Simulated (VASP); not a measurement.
**Ru: single point with r2SCAN**

The system is Ru.

```
Ru
1.0
     0.00000    2.77749    2.77749
     2.77749    0.00000    2.77749
     2.77749    2.77749    0.00000
Ru
2
Direct
  0.12500 0.12500 0.12500
  0.87500 0.87500 0.87500
```

This isn't the form of Ru at room conditions, which is hcp.

| Property | Result |
| --- | --- |
| Program | VASP 6.6.1 |
| Task | single point |
| Functional | r2SCAN |
| Potentials or basis | VASP PAW PBE potentials, release 64 (Ru_pv) |
| Cutoff | 520 eV |
| k mesh | 11 × 11 × 11 |
| Occupations | fermi-dirac, width 0.1 eV |
| Spin | no spin polarisation |
| Dipole correction | no |
| Further INCAR settings | ALGO = Normal; EDIFF = 1e-06; NBANDS = 21 |

```json
{
 "Pressure": "-10.9 GPa",
 "Band gap on the k mesh": "zero (bands 14 and 15 overlap by 0.83 eV)"
}
```

Levels at points of the mesh, in eV from the Fermi level:
| k point | band 10 | band 11 | band 12 | band 13 | band 14 | band 15 | band 16 | band 17 | band 18 | band 19 |
| --- | --- | --- | --- | --- | --- | --- | --- | --- | --- | --- |
| (0.00, 0.00, 0.00) | -3.20 | -3.20 | -3.20 | -0.42 | -0.42 | -0.42 | 1.72 | 1.72 | 8.99 | 8.99 |

Run time: 96 s on 1 thread of AMD EPYC 9R45 96-Core Processor (Zen 5), on a shared host, peak memory 0.16 GiB.

Caveat: the cell stands under tension; the PAW data sets were made with another functional, which shifts forces and pressure a little.
